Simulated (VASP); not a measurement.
Wanted: the native input for a VASP 6.6.1 run.

```yaml
Task: single point
Functional: PBE
Potentials_or_basis: VASP PAW PBE potentials, release 64 (Li_sv)
Cutoff: 520 eV
k_mesh: 3 × 3 × 3
Occupations: fermi-dirac, width 0.16 eV
Spin: no spin polarisation
Dipole_correction: no
Further_INCAR_settings: LREAL = Auto; ALGO = Normal; EDIFF = 1e-06; NBANDS = 38
```

The structure of Li lies in POSCAR:

```
Li
1.0
    6.9800000000      0.0000000000      0.0000000000
    0.0000000000      6.9800000000      0.0000000000
    0.0000000000      0.0000000000      6.9800000000
Li
16
Direct
   -0.0383954155      0.0679512894     -0.1176647564
    0.6386389685     -0.0906876791     -0.0017765043
    0.0740687679      0.5647994269      0.1619340974
   -0.0277220630     -0.0931232092      0.3542406877
    0.3677220630      0.2226074499      0.3142550143
    0.4871776504      0.4966762178      0.0114899713
    0.5578653295     -0.0260888252      0.5865616046
    0.8038968481      0.3096418338      0.1806017192
    0.0594842407      0.3870200573      0.5273638968
    0.3022922636      0.8528080229      0.2277077364
    0.2777507163      0.2353008596      0.8493123209
    0.3309742120      0.6431088825      0.5851146132
    0.6184813754      0.6528080229      0.3562034384
    0.7427363897      0.3174068768      0.7418624642
    0.1663610315      0.7383094556      0.8540114613
    0.7739684814      0.6853581662      0.7478510029
```

These files were run (other wordings do the same):

INCAR

```
ALGO = Normal ; EDIFF = 1E-6
ENCUT = 520 ; GGA = PE
ISIF = 2 ; ISMEAR = -1
LASPH = True ; LCHARG = True
LELF = True ; LREAL = Auto
LVHAR = True ; LWAVE = False
NBANDS = 38 ; NELM = 100
PREC = Accurate ; SIGMA = 0.16
```

KPOINTS

```
k-points
0
Gamma
  3 3 3
```

Potentials or basis: VASP PAW PBE potentials, release 64 (Li_sv).

The run is started by

```sh
$ cat potpaw_PBE.64/Li_sv/POTCAR > POTCAR
$ mpirun -np 1 vasp_std > vasp.out
```

It gave:

```
Largest force          : 0.681 eV/Å
Band gap on the k mesh : zero (bands 24 and 25 overlap by 0.49 eV)
```

Caveat: the atoms stand as in a frame of molecular dynamics.

Wall time 3.6 min on 1 thread of AMD EPYC 7R13 Processor (Zen 3), with other jobs on the host, peak memory 0.37 GiB.
